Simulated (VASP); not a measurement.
Si:

```
Si
1.0
     2.44400    0.00000    0.00000
    -1.22200    2.11657    0.00000
     0.00000    0.00000    4.15200
Si
2
Cartesian
  0.0000 1.4110 1.0380
  1.2220 0.7055 3.1140
```

This isn't the form of Si at room conditions, which is diamond.

| Item | Value |
| --- | --- |
| Program | VASP 6.6.1 |
| Task | relaxation of cell and atoms |
| Functional | revPBE |
| Dispersion | D3(BJ) |
| Potentials or basis | VASP PAW PBE potentials, release 64 (Si) |
| Cutoff | 600 eV |
| k mesh | 13 × 13 × 7 |
| Occupations | fermi-dirac, width 0.1 eV |
| Spin | no spin polarisation |

At the start: pressure 32.6 GPa; volume 10.74 Å³/atom.

Where does the relaxation end?

Over 8 steps the energy falls by 185.9 meV/atom and the volume is 12.94 Å³/atom (+20.5 %); space group P6_3/mmc (No. 194, to 0.1 Å) before and after.

The path:
```tsv
step	energy change (eV)	largest force (eV/Å)	pressure (GPa)	volume (Å³)
1	0.0000	0.0000	32.65	21.48
2	-0.2629	0.0000	-9.79	29.02
3	-0.3712	0.0000	0.00	25.83
4	-0.3711	0.0000	0.39	25.74
5	-0.3714	0.0000	0.37	25.75
6	-0.3717	0.0000	0.35	25.75
7	-0.3717	0.0000	0.34	25.75
8	-0.3717	0.0000	-0.20	25.88
```

Final structure:
```cif
data_structure
_symmetry_space_group_name_H-M 'P 1'
_symmetry_Int_Tables_number 1
_cell_length_a 2.6080
_cell_length_b 2.6080
_cell_length_c 4.3932
_cell_angle_alpha 90.000
_cell_angle_beta 90.000
_cell_angle_gamma 120.000
_cell_volume 25.88
loop_
_atom_site_label
_atom_site_type_symbol
_atom_site_fract_x
_atom_site_fract_y
_atom_site_fract_z
_atom_site_occupancy
Si1 Si 0.33333 0.66667 0.25000 1
Si2 Si 0.66667 0.33333 0.75000 1
```

Caveat: the volume moved by over 15 % at a fixed basis, so the end points are rough; the PAW data sets were made with another functional, which shifts forces and pressure a little.
